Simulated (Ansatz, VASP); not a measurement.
**Two plane-wave programs on Nb**

The input INCAR:

```
SYSTEM = Nb
PREC = Accurate ; ENCUT = 520
EDIFF = 1E-6 ; ISMEAR = -1
SIGMA = 0.1 ; LREAL = .False.
LASPH = .True. ; NELM = 80
ALGO = Normal ; ISIF = 2
LWAVE = .False. ; LCHARG = .True.
GGA = RP ; LELF = .True.
LVHAR = .True. ; NBANDS = 34
```

File KPOINTS:

```
Automatic mesh
0
Gamma
  14 14 4
  0 0 0
```

Contents of POSCAR:

```
Nb
1.0
    2.9223935445      0.0000000000      0.0000000000
   -1.4611967722      2.5308670494      0.0000000000
    0.0000000000      0.0000000000     10.6972003425
Nb
4
Direct
    0.0000000000      1.0000000000      1.0000000000
    0.0000000000      1.0000000000      0.5000000000
    0.3333333333      0.6666666667      0.2500000000
    0.6666666667      0.3333333333      0.7500000000
```

Input for Ansatz:

```yaml
crystal:
  lattice:
    - [2.9223935445, 0.0, 0.0]
    - [-1.4611967722, 2.5308670494, 0.0]
    - [0.0, 0.0, 10.6972003425]
  atoms:
    - { symbol: Nb, position: [0.0, 1.0, 1.0] }
    - { symbol: Nb, position: [0.0, 1.0, 0.5] }
    - { symbol: Nb, position: [0.3333333333, 0.6666666667, 0.25] }
    - { symbol: Nb, position: [0.6666666667, 0.3333333333, 0.75] }
hamiltonian:
  xc: rpbe
  pseudopotentials:
    kind: paw
    azcp:
      Nb: "pseudopotentials/Nb.paw.azcp"
basis:
  ecutwfc: 420
  fft_grid_basis: typed
kpoints:
  mp_grid: { grid: [14, 14, 4], shift: [0, 0, 0] }
magnetization:
  spin_polarized: false
scf:
  occupations: { method: fermi_dirac, width: 0.1 }
  lower_state_search: "off"
output:
  stress: true
  write_density: true
  write_potential: true
  elf: true
  volumetric_format: npy
```

Alike in both runs: task single point; functional RPBE; k mesh 14 × 14 × 4; occupations fermi-dirac, width 0.1 eV; no spin polarisation.

```csv
,VASP,Ansatz
version,VASP 6.6.1,Ansatz 0.2.0
potentials or method,"VASP PAW PBE potentials, release 64 (Nb_sv), cutoff 520 eV","plane waves (420 eV) with PAW, scalar-relativistic"
valence electrons in the cell,52,52
```

Ansatz gave:

* pressure (GPa): -5.6
* traceless stress, the component that is largest in VASP (GPa): 0.12

What did VASP give for the same quantities?

Pressure (GPa): -5.9; traceless stress, the component that is largest in VASP (GPa): 0.09.

VASP's potentials were made for PBE, not for RPBE.
